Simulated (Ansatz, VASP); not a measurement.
**Two plane-wave programs on SnH5**

Contents of INCAR:

```
SYSTEM = SnH5
ALGO = Normal
EDIFF = 1E-7
EDIFFG = -0.04
ENCUT = 910
GGA = PE
GGA_COMPAT = .False.
IBRION = 2
ISIF = 3
ISMEAR = 0
LASPH = .True.
LCHARG = .False.
LREAL = .False.
LWAVE = .False.
NELM = 120
NELMIN = 4
NSW = 90
PREC = Accurate
SIGMA = 0.1
```

The input KPOINTS:

```
k-points
0
Gamma
  6 6 2
  0 0 0
```

The input POSCAR:

```
SnH5
1.0
    2.6255880400      0.0000000000      0.0000000000
   -1.3127940200      2.2738259400      0.0000000000
    0.0000000000      0.0000000000     13.4769228700
Sn H
1 5
Direct
    0.3333333300      0.6666666700      0.0000000000
    0.6666666700      0.3333333300      0.8184250000
    0.3333333300      0.6666666700      0.6598208500
    0.6666666700      0.3333333300      0.5000000000
    0.3333333300      0.6666666700      0.3401791500
    0.6666666700      0.3333333300      0.1815750000
```

Input for Ansatz:

```yaml
crystal:
  lattice:
    - [2.62558804, 0.0, 0.0]
    - [-1.31279402, 2.27382594, 0.0]
    - [0.0, 0.0, 13.47692287]
  atoms:
    - { symbol: Sn, position: [0.33333333, 0.66666667, 0.0] }
    - { symbol: H, position: [0.66666667, 0.33333333, 0.818425] }
    - { symbol: H, position: [0.33333333, 0.66666667, 0.65982085] }
    - { symbol: H, position: [0.66666667, 0.33333333, 0.5] }
    - { symbol: H, position: [0.33333333, 0.66666667, 0.34017915] }
    - { symbol: H, position: [0.66666667, 0.33333333, 0.181575] }
basis:
  ecutwfc: 420
kpoints:
  mp_grid: { grid: [6, 6, 2] }
hamiltonian:
  xc: pbe
scf:
  occupations: { method: gaussian, width: 0.1 }
  lower_state_search: "off"
output:
  forces: true
  stress: true
  eigenvalues: true
relax:
  adjacent_minimum: "off"
  f_tol: 0.04
  max_steps: 70
  cell: { stress_tol: 0.4 }
```

Change from the starting cell: species swapped into the CeMg5 type (P-6m2, No. 187).

Alike in both runs: task relaxation of cell and atoms; functional PBE; k mesh 6 × 6 × 2; occupations gaussian, width 0.1 eV; no spin polarisation.

|  | VASP | Ansatz |
| --- | --- | --- |
| version | VASP 6.6.1 | Ansatz 0.2.0 |
| potentials or method | VASP PAW PBE potentials, release 64 (Sn_d, H_h), cutoff 910 eV | scalar-relativistic, plane waves, PAW |
| valence electrons in the cell | 19 | 19 |

|  | VASP | Ansatz | Ansatz less VASP |
| --- | --- | --- | --- |
| gap on the k mesh at the Fermi level, each at its own relaxed structure (eV) | none | none | - |
| relaxed volume (Å³/atom) | 9.85 | 10.11 | +0.258 |
| relaxed cell length with the largest relative difference (Å) | 3.582 | 3.618 | +0.0360 |

A gap of «none» marks a metal or a gap that the smearing closes.

The k mesh is coarse, so the values compare programs but aren't converged. Noted on VASP's run: the volume moved by over 15 % at a fixed basis, so the end points are rough.
